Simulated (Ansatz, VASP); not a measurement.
AgB2Au: VASP beside Ansatz

```xyz
4
Lattice="3.7873 0.0000 0.0000 0.0000 3.9969 0.0000 0.0000 0.0000 5.2376" Properties=species:S:1:pos:R:3 pbc="T T T"
Ag    1.8937    0.0000    0.0000
B     0.0000    0.0000    3.5004
B     0.0000    0.0000    1.7372
Au    1.8937    0.0000    2.6188
```

Alike in both runs: functional PBE; k mesh 6 × 6 × 4; occupations gaussian, width 0.1 eV; no spin polarisation.

Ansatz relaxed the structure, and its values are those at the end. VASP's run is a single point on that final structure, the one shown.

|  | VASP | Ansatz |
| --- | --- | --- |
| version | VASP 6.6.1 | Ansatz 0.2.0 |
| potentials or method | VASP PAW PBE potentials, release 64 (Ag, B, Au), cutoff 520 eV | scalar-relativistic, plane waves, PAW |
| valence electrons in the cell | 28 | 44 |

VASP gave:

| Item | Value |
| --- | --- |
| gap on the k mesh at the Fermi level (eV) | none |
| pressure (GPa) | -0.1 |
| rms of the force components (eV/Å) | 0.007 |

Question: Estimate Ansatz's values.

Answer: gap on the k mesh at the Fermi level (eV): none; pressure (GPa): 0.0; rms of the force components (eV/Å): 0.005.

A gap of «none» marks a metal or a gap that the smearing closes. VASP's potentials hold 28 valence electrons a cell and Ansatz's 44, so a difference there can come from the potentials and not from the codes.

Spin-orbit coupling is off throughout.
